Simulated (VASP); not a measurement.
# Pd (Fm-3m) in VASP: notebook

Runs on Pd. Level: LDA. Tasks: single point.

Program: VASP 6.6.1. These are calculated values, not measurements. Logs are shortened: lines on timing, memory, paths and dates and some standing lists are left out, and cuts for length are marked.

## Step 1: The cell of the first run

The structure is cubic, space group Fm-3m (No. 225). Conventional cell: a = 3.769 Å, b = 3.769 Å, c = 3.769 Å, α = 90.00°, β = 90.00°, γ = 90.00°. Pd (site symmetry m-3m) has 12 Pd at 2.67 Å within 3.5 Å.

## Step 2: Single point, LDA

Contents of INCAR:

```
ALGO     = Normal         # electronic algorithm
EDIFF    = 1E-6           # SCF threshold, eV
ENCUT    = 520            # plane-wave cutoff, eV
ISIF     = 2              # what is computed and relaxed
ISMEAR   = -1             # smearing method
LASPH    = True           # aspherical terms in the spheres
LCHARG   = True           # write CHGCAR
LELF     = True           # ELF
LREAL    = False          # projectors in reciprocal space
LVHAR    = True         
LWAVE    = False          # write WAVECAR
NBANDS   = 11             # bands
NELM     = 100            # most SCF steps
PREC     = Accurate       # precision mode
SIGMA    = 0.1            # smearing width, eV
```

Contents of KPOINTS:

```
k-points
0
Gamma
  24 24 24
```

Contents of POSCAR:

```
Pd
1.0
    0.0000000000      1.8845385346      1.8845385346
    1.8845385346      0.0000000000      1.8845385346
    1.8845385346      1.8845385346      0.0000000000
Pd
1
Direct
    0.0000000000      0.0000000000      0.0000000000
```

Potentials or basis: VASP PAW LDA potentials, release 64 (Pd).

The run is started by

```bash
cat potpaw_LDA.64/Pd/POTCAR > POTCAR
mpirun -np 1 vasp_std > vasp.out
```

OUTCAR:

```text
EDIFF = 1E-6
   ENCUT = 520
   ISIF = 2
   ISMEAR = -1
   LASPH = True
   LREAL = False
   NELM = 100
   PREC = Accurate

 ion  position               nearest neighbor table
   1  0.000  0.000  0.000-

  LATTYP: Found a face centered cubic cell.
 ALAT       =     3.7690770692

  Lattice vectors:

 A1 = (   0.0000000000,   1.8845385346,   1.8845385346)
 A2 = (   1.8845385346,   0.0000000000,   1.8845385346)
 A3 = (   1.8845385346,   1.8845385346,   0.0000000000)

Analysis of symmetry for initial positions (statically):
=====================================================================
 Subroutine PRICEL returns:
 Original cell was already a primitive cell.

 Routine SETGRP: Setting up the symmetry group for a
 face centered cubic supercell.

 Subroutine GETGRP returns: Found 48 space group operations
 (whereof 48 operations were pure point group operations)
 out of a pool of 48 trial point group operations.

The static configuration has the point symmetry O_h .

Analysis of symmetry for dynamics (positions and initial velocities):
=====================================================================
 Subroutine PRICEL returns:
 Original cell was already a primitive cell.

 Routine SETGRP: Setting up the symmetry group for a
 face centered cubic supercell.

 Subroutine GETGRP returns: Found 48 space group operations
 (whereof 48 operations were pure point group operations)
 out of a pool of 48 trial point group operations.

The dynamic configuration has the point symmetry O_h .

 Subroutine INISYM returns: Found 48 space group operations
 (whereof 48 operations are pure point group operations),
 and found     1 'primitive' translations

----------------------------------------------------------------------------------------

                                     Primitive cell

  volume of cell :      13.3858

  direct lattice vectors                    reciprocal lattice vectors
     0.000000000  1.884538535  1.884538535    -0.265316941  0.265316941  0.265316941
     1.884538535  0.000000000  1.884538535     0.265316941 -0.265316941  0.265316941
     1.884538535  1.884538535  0.000000000     0.265316941  0.265316941 -0.265316941

  length of vectors
     2.665139954  2.665139954  2.665139954     0.459542423  0.459542423  0.459542423

  position of ions in fractional coordinates (direct lattice)
     0.000000000  0.000000000  0.000000000

  ion indices of the primitive-cell ions
   primitive index   ion index
                 1           1

----------------------------------------------------------------------------------------

 KPOINTS: k-points

Automatic generation of k-mesh.
 Grid dimensions read from file:
 generate k-points for:   24   24   24

 Generating k-lattice:

  Cartesian coordinates                     Fractional coordinates (reciprocal lattice)
    -0.011054873  0.011054873  0.011054873     0.041666667  0.000000000  0.000000000
     0.011054873 -0.011054873  0.011054873     0.000000000  0.041666667  0.000000000
     0.011054873  0.011054873 -0.011054873     0.000000000  0.000000000  0.041666667

  Length of vectors
     0.019147601  0.019147601  0.019147601

  Shift w.r.t. Gamma in fractional coordinates (k-lattice)
     0.000000000  0.000000000  0.000000000

 Subroutine IBZKPT returns following result:
 ===========================================

 Found    413 irreducible k-points:

 Following reciprocal coordinates:
            Coordinates               Weight
  0.000000  0.000000  0.000000      1.000000
  0.041667  0.000000  0.000000      8.000000
  0.083333  0.000000  0.000000      8.000000
  0.125000  0.000000  0.000000      8.000000
  0.166667  0.000000  0.000000      8.000000
  0.208333  0.000000  0.000000      8.000000
[... 16 lines left out ...]
  0.416667  0.041667  0.000000     24.000000
  0.458333  0.041667  0.000000     24.000000
 [... further k-points ...]
   k-points           NKPTS =    413   k-points in BZ     NKDIM =    413   number of bands    NBANDS=     11
   number of dos      NEDOS =    301   number of ions     NIONS =      1
   total plane-waves  NPLWV =   8000
   dimension x,y,z NGX =    20 NGY =   20 NGZ =   20
   dimension x,y,z NGXF=    40 NGYF=   40 NGZF=   40
   ions per type =               1
   NGX,Y,Z   is equivalent  to a cutoff of  12.48, 12.48, 12.48 a.u.
   NGXF,Y,Z  is equivalent  to a cutoff of  24.95, 24.95, 24.95 a.u.
 SYSTEM =  unknown system
   PREC   = accura    normal or accurate (medium, high low for compatibility)
   ISTART =      0    job   : 0-new  1-cont  2-samecut
   ICHARG =      2    charge: 1-file 2-atom 10-const
   ISPIN  =      1    spin polarized calculation?
   LNONCOLLINEAR =      F non collinear calculations
   LSORBIT =      F    spin-orbit coupling
   LASPH  =      T    aspherical Exc in radial PAW
   ENCUT  =  520.0 eV  38.22 Ry    6.18 a.u.   4.96  4.96  4.96*2*pi/ulx,y,z
   NELM   =    100;   NELMIN=  2; NELMDL= -5     # of ELM steps
   EDIFF  = 0.1E-05   stopping-criterion for ELM
   LREAL  =      F    real-space projection
   EDIFFG = 0.1E-04   stopping-criterion for IOM
   NSW    =      0    number of steps for IOM
   IBRION =     -1    ionic relax: 0-MD 1-quasi-New 2-CG
   NFREE  =      0    steps in history (QN), initial steepest desc. (CG)
   ISIF   =      2    stress and relaxation
   ISYM   =      2    0-nonsym 1-usesym 2-fastsym
   POTIM  = 0.5000    time-step for ionic-motion
   TEBEG  =    0.0;   TEEND  =   0.0 temperature during run
   PSTRESS=    0.0 pullay stress
   NELECT =      10.0000    total number of electrons
   NUPDOWN=      -1.0000    fix difference up-down
   EMIN   =  10.00;   EMAX   =-10.00  energy-range for DOS
   EFERMI =   0.00;   METHOD = LEGACY
   ISMEAR =    -1;   SIGMA  =   0.10  broadening in eV -4-tet -1-fermi 0-gaus
   EFERMI_NEDOS =   21; number of points for ismear=-14 and -15
   IALGO  =     38    algorithm
   IMIX   =      4    mixing-type and parameters
     AMIX     =   0.40;   BMIX     =  1.00
     AMIX_MAG =   1.60;   BMIX_MAG =  1.00
  volume/ion in A,a.u.               =      13.39        90.33
  Fermi-wavevector in a.u.,A,eV,Ry     =   1.485456  2.807105 30.022340  2.206580
  Thomas-Fermi vector in A             =   2.598865
   LORBIT       =      0    0 simple, 1 ext, 2 COOP (PROOUT), +10 PAW based schemes
   GGA     = CA    functional components
   LHFCALC =     F    Hartree Fock is set to
   AEXX    =    0.0000 exact exchange contribution
   IVDW    =     0    specifies the selected vdW correction
   LEPSILON=     F    determine dielectric tensor
   LRPA    =     F    only Hartree local field effects (RPA)
 non-spin polarized calculation
  energy-cutoff  :      520.00
  volume of cell :       13.39
 maximum number of plane-waves:       371
   NGX =  9   NGY =  9   NGZ =  9

 number of electron      10.0000000 magnetization

 number of electron       9.9999997 magnetization

 Free energy of the ion-electron system (eV)
  ---------------------------------------------------
  ext. energy  EPLUGINS =         0.00000000
  ---------------------------------------------------
  free energy    TOTEN  =        -6.49176936 eV

  energy without entropy =       -6.43498659  energy(sigma->0) =       -6.46337797

 E-fermi :  11.3908     XC(G=0): -14.1181

 val. band max:       11.3898046931   @ k =  -0.3750   0.3750   0.1250
 cond. band min:      11.3927399494   @ k =   0.5000   0.2500   0.0417
 fundamental gap:      0.0029352563
 Fermi energy:        11.3907715521

 k-point     1 :       0.0000    0.0000    0.0000
  band No.  band energies     occupation
      1       3.3327      2.00000
      2       8.0044      2.00000
      3       8.0044      2.00000
      4       8.0044      2.00000
      5       9.9281      2.00000
      6       9.9281      2.00000
      7      28.4657      0.00000
      8      33.7516      0.00000
      9      33.7516      0.00000
     10      33.7516      0.00000
     11      36.7514      0.00000

 k-point     2 :       0.0417    0.0000    0.0000
  band No.  band energies     occupation
      1       3.4021      2.00000
      2       7.9765      2.00000
      3       8.0305      2.00000
      4       8.0305      2.00000
      5       9.9142      2.00000
      6       9.9142      2.00000
      7      28.5556      0.00000
      8      33.3071      0.00000
      9      33.8437      0.00000
     10      33.8437      0.00000
     11      36.7613      0.00000

 k-point     3 :       0.0833    0.0000    0.0000
  band No.  band energies     occupation
      1       3.6058      2.00000
      2       7.9006      2.00000
      3       8.1033      2.00000
      4       8.1033      2.00000
      5       9.8792      2.00000
      6       9.8792      2.00000
      7      28.8037      0.00000
      8      32.2744      0.00000
      9      34.1139      0.00000
     10      34.1139      0.00000
     11      36.7730      0.00000

 k-point     4 :       0.1250    0.0000    0.0000
  band No.  band energies     occupation
      1       3.9282      2.00000
      2       7.8009      2.00000
      3       8.2053      2.00000
      4       8.2053      2.00000
      5       9.8432      2.00000
      6       9.8432      2.00000
      7      29.1304      0.00000
      8      31.0380      0.00000
      9      34.5427      0.00000
     10      34.5427      0.00000
     11      36.7764      0.00000
[... 239 lines left out ...]
 k-point    22 :       0.3750    0.0417    0.0000
  band No.  band energies     occupation
      1       5.3664      2.00000
      2       8.0771      2.00000
      3       8.1793      2.00000
      4       9.5058      2.00000
      5      10.9642      1.97229
      6      10.9996      1.96077
      7      22.6200      0.00000
      8      28.7086      0.00000
      9      33.8952      0.00000
     10      34.9230      0.00000
     11      36.7780      0.00000

 k-point    23 :       0.4167    0.0417    0.0000
  band No.  band energies     occupation
      1       5.3109      2.00000
      2       7.9901      2.00000
      3       8.0934      2.00000
      4      10.1731      1.99999
      5      11.1795      1.78434
      6      11.5621      0.30536
      7      21.2212      0.00000
      8      28.3273      0.00000
      9      33.4026      0.00000
     10      34.0554      0.00000
     11      36.7761      0.00000

 k-point    24 :       0.4583    0.0417    0.0000
  band No.  band energies     occupation
      1       5.2609      2.00000
      2       7.9314      2.00000
      3       8.0292      2.00000
      4      10.6227      1.99908
      5      11.3164      1.35545
      6      12.1779      0.00076
      7      20.0893      0.00000
      8      28.0671      0.00000
      9      33.1012      0.00000
     10      33.3978      0.00000
     11      36.7761      0.00000

 [... further k-points ...]
[... 5 lines left out ...]
  --------------------------------------------------------------------------------------
  -------------------------------------------------------------------------------------
  Total        1.2823090      1.2823090      1.2823090      0.0000000      0.0000000      0.0000000
  in kB      153.4822742    153.4822742    153.4822742      0.0000000      0.0000000      0.0000000
  external PRESSURE =     153.4822742 kB  Pullay stress =       0.0000000 kB

 VOLUME and BASIS-vectors are now :
 -----------------------------------------------------------------------------
  energy-cutoff  :      520.00
  volume of cell :       13.39
      direct lattice vectors                 reciprocal lattice vectors
     0.000000000  1.884538535  1.884538535    -0.265316941  0.265316941  0.265316941
     1.884538535  0.000000000  1.884538535     0.265316941 -0.265316941  0.265316941
     1.884538535  1.884538535  0.000000000     0.265316941  0.265316941 -0.265316941

 POSITION                                       TOTAL-FORCE (eV/Angst)
 -----------------------------------------------------------------------------------
      0.00000      0.00000      0.00000         0.000000      0.000000      0.000000
 -----------------------------------------------------------------------------------
    total drift:                               -0.000000     -0.000000     -0.000000

  FREE ENERGIE OF THE ION-ELECTRON SYSTEM (eV)
  ---------------------------------------------------
  free  energy   TOTEN  =        -6.4917693604 eV

  energy  without entropy=       -6.4349865855  energy(sigma->0) =       -6.46337797
```

Wall time 23 s (1 thread of AMD EPYC 9R45 (Zen 5), shared host); peak memory 0.14 GiB.

Results:

```
Free energy            : -6.4918 eV
Pressure               : 15.3 GPa
Band gap on the k mesh : zero (band 5 reaches 11.72 eV, above the bottom of band 6 at 9.84 eV)
```

Levels at points of the mesh, in eV from the Fermi level:
```
           k point  band 3  band 4  band 5  band 6  band 7  band 8
(0.00, 0.00, 0.00)   -3.39   -3.39   -1.46   -1.46   17.07   22.36
(0.50, 0.00, 0.00)   -3.44   -0.04   -0.04    0.69    8.05   16.48
(0.50, 0.50, 0.00)   -0.06    0.33    0.33    3.21   11.75   13.55
```

## Step 3: Single point, LDA

This run uses another cell than the first one, of 13.62 Å³/atom, 1.017 times its volume.

Contents of INCAR:

```
SYSTEM = Pd
PREC     = Accurate       ! precision mode
ENCUT    = 520            ! plane-wave cutoff, eV
EDIFF    = 1E-6           ! SCF threshold, eV
ISMEAR   = -1             ! smearing method
SIGMA    = 0.1            ! smearing width, eV
LREAL    = .False.        ! projectors in reciprocal space
LASPH    = .True.         ! aspherical terms in the spheres
NELM     = 100            ! most SCF steps
ALGO     = Normal         ! electronic algorithm
ISIF     = 2              ! what is computed and relaxed
LWAVE    = .False.        ! write WAVECAR
LCHARG   = .False.        ! write CHGCAR
GGA      = CA             ! functional
NBANDS   = 11             ! bands
```

Contents of KPOINTS:

```
regular mesh
0
Gamma
  24 24 24
  0 0 0
```

Contents of POSCAR:

```
Pd
1.0
    0.0000000000      1.8953992545      1.8953992545
    1.8953992545      0.0000000000      1.8953992545
    1.8953992545      1.8953992545      0.0000000000
Pd
1
Direct
    0.0000000000      0.0000000000      0.0000000000
```

Potentials or basis: VASP PAW LDA potentials, release 64 (Pd).

The run is started by

```bash
cat potpaw_LDA.64/Pd/POTCAR > POTCAR
mpirun -np 1 vasp_std > vasp.out
```

Run time: 22 s. Hardware: 1 thread of AMD EPYC 9R45 (Zen 5), shared host; peak memory 0.14 GiB.

It converged, with:

| Quantity | Value |
| --- | --- |
| Free energy | -6.5105 eV |
| Pressure | 10.3 GPa |
| Band gap on the k mesh | zero (band 5 reaches 11.38 eV, above the bottom of band 6 at 9.56 eV) |

Levels at points of the mesh, in eV from the Fermi level:
```tsv
k point	band 2	band 3	band 4	band 5	band 6	band 7	band 8	band 9
(0.00, 0.00, 0.00)	-3.29	-3.29	-3.29	-1.42	-1.42	17.09	22.27	22.27
(0.50, 0.00, 0.00)	-3.35	-3.35	-0.04	-0.04	0.73	7.89	16.48	21.65
(0.50, 0.50, 0.00)	-5.87	-0.06	0.32	0.32	3.21	11.55	13.46	13.46
```

## Step 4: Single point, LDA

This run uses another cell than the first one, of 13.77 Å³/atom, 1.029 times its volume.

Contents of INCAR:

```
  PREC = Accurate
  ENCUT = 520
  EDIFF = 1E-7
  ISMEAR = -1
  SIGMA = 0.1
  LREAL = F
  LASPH = T
  NELM = 100
  ALGO = Normal
  ISIF = 2
  LWAVE = F
  LCHARG = T
  GGA = CA
  LELF = T
  LVHAR = T
  NBANDS = 11
```

Contents of KPOINTS:

```
Automatic mesh
0
Gamma
  24 24 24
```

Contents of POSCAR:

```
Pd
1.0
    0.0000000000      1.9024855199      1.9024855199
    1.9024855199      0.0000000000      1.9024855199
    1.9024855199      1.9024855199      0.0000000000
Pd
1
Direct
    0.0000000000      0.0000000000      0.0000000000
```

The run is started by

```bash
cat potpaw_LDA.64/Pd/POTCAR > POTCAR
mpirun -np 1 vasp_std > vasp.out
```

Run time: 25 s. Hardware: 1 thread of AMD EPYC 9R45 (Zen 5), shared host; peak memory 0.14 GiB.

The run converged. Its results:

| Quantity | Value |
| --- | --- |
| Free energy | -6.5190 eV |
| Pressure | 7.3 GPa |
| Band gap on the k mesh | zero (band 5 reaches 11.17 eV, above the bottom of band 6 at 9.37 eV) |

Levels at points of the mesh, in eV from the Fermi level:
| k point | band 1 | band 2 | band 3 | band 4 | band 5 | band 6 | band 7 | band 8 | band 9 | band 10 |
| --- | --- | --- | --- | --- | --- | --- | --- | --- | --- | --- |
| (0.00, 0.00, 0.00) | -7.82 | -3.24 | -3.24 | -3.24 | -1.40 | -1.40 | 17.10 | 22.21 | 22.21 | 22.21 |
| (0.50, 0.00, 0.00) | -5.95 | -3.29 | -3.29 | -0.04 | -0.04 | 0.75 | 7.79 | 16.49 | 21.55 | 21.55 |
| (0.50, 0.50, 0.00) | -6.08 | -5.77 | -0.06 | 0.31 | 0.31 | 3.21 | 11.43 | 13.40 | 13.40 | 22.49 |

## Step 5: Single point, LDA

This run uses another cell than the first one, of 13.93 Å³/atom, 1.041 times its volume.

Contents of INCAR:

```
PREC = Accurate
ENCUT = 520
EDIFF = 1E-6
ISMEAR = -1
SIGMA = 0.1
LREAL = F
LASPH = T
NELM = 80
ALGO = Normal
ISIF = 2
LWAVE = F
LCHARG = F
NBANDS = 11
```

Contents of KPOINTS:

```
regular mesh
0
Gamma
  24 24 24
```

Contents of POSCAR:

```
Pd
1.0
    0.0000000000      1.9099441487      1.9099441487
    1.9099441487      0.0000000000      1.9099441487
    1.9099441487      1.9099441487      0.0000000000
Pd
1
Direct
    0.0000000000      0.0000000000      0.0000000000
```

The run is started by

```bash
cat potpaw_LDA.64/Pd/POTCAR > POTCAR
mpirun -np 1 vasp_std > vasp.out
```

Wall time 23 s (1 thread of AMD EPYC 9R45 (Zen 5), shared host); peak memory 0.14 GiB.

The run converged. Its results:

* Free energy: -6.5249 eV
* Pressure: 4.3 GPa
* Band gap on the k mesh: zero (band 5 reaches 10.94 eV, above the bottom of band 6 at 9.18 eV)

Levels at points of the mesh, in eV from the Fermi level:
| k point | band 1 | band 2 | band 3 | band 4 | band 5 | band 6 | band 7 | band 8 | band 9 | band 10 |
| --- | --- | --- | --- | --- | --- | --- | --- | --- | --- | --- |
| (0.00, 0.00, 0.00) | -7.72 | -3.18 | -3.18 | -3.18 | -1.37 | -1.37 | 17.10 | 22.15 | 22.15 | 22.15 |
| (0.50, 0.00, 0.00) | -5.85 | -3.22 | -3.22 | -0.04 | -0.04 | 0.78 | 7.69 | 16.49 | 21.43 | 21.43 |
| (0.50, 0.50, 0.00) | -5.97 | -5.67 | -0.07 | 0.30 | 0.30 | 3.21 | 11.29 | 13.34 | 13.34 | 22.32 |

## Step 6: Single point, LDA

This run uses another cell than the first one, of 14.18 Å³/atom, 1.059 times its volume.

Contents of INCAR:

```
SYSTEM = Pd
PREC = Accurate
ENCUT = 520
EDIFF = 1E-7
ISMEAR = -1
SIGMA = 0.1
LREAL = .FALSE.
LASPH = .TRUE.
NELM = 80
ALGO = Normal
ISIF = 2
LWAVE = .FALSE.
LCHARG = .FALSE.
GGA = CA
NBANDS = 11
```

Contents of KPOINTS:

```
regular mesh
0
G
  24 24 24
  0 0 0
```

Contents of POSCAR:

```
Pd
1.0
    0.0000000000      1.9208712848      1.9208712848
    1.9208712848      0.0000000000      1.9208712848
    1.9208712848      1.9208712848      0.0000000000
Pd
1
Direct
    0.0000000000      0.0000000000      0.0000000000
```

Potentials or basis: VASP PAW LDA potentials, release 64 (Pd).

The run is started by

```bash
cat potpaw_LDA.64/Pd/POTCAR > POTCAR
mpirun -np 1 vasp_std > vasp.out
```

It took 25 s on 1 thread of AMD EPYC 9R45 (Zen 5), shared host; peak memory 0.14 GiB.

Results (log left out):

- Free energy: -6.5284 eV
- Pressure: 0.2 GPa
- Band gap on the k mesh: zero (band 5 reaches 10.62 eV, above the bottom of band 6 at 8.91 eV)

Levels at points of the mesh, in eV from the Fermi level:
```tsv
k point	band 3	band 4	band 5	band 6	band 7	band 8
(0.00, 0.00, 0.00)	-3.09	-3.09	-1.34	-1.34	17.11	22.05
(0.50, 0.00, 0.00)	-3.14	-0.05	-0.05	0.82	7.55	16.49
(0.50, 0.50, 0.00)	-0.07	0.29	0.29	3.21	11.11	13.25
```

## Step 7: Overview

```csv
cell,gap on the mesh (eV),pressure (GPa)
"a = 2.665 Å, angles 60.0°, 1 atom",none,15.3
"a = 2.680 Å, angles 60.0°, 1 atom",none,10.3
"a = 2.691 Å, angles 60.0°, 1 atom",none,7.3
"a = 2.701 Å, angles 60.0°, 1 atom",none,4.3
"a = 2.717 Å, angles 60.0°, 1 atom",none,0.2
```

Alike in all rows: task single point; level LDA; potentials or basis VASP PAW LDA potentials, release 64 (Pd); no spin polarisation; k mesh 24 × 24 × 24; cutoff (eV) 520; smearing fermi-dirac 0.1 eV.

Absolute energies hang on the potentials; compare differences alone.
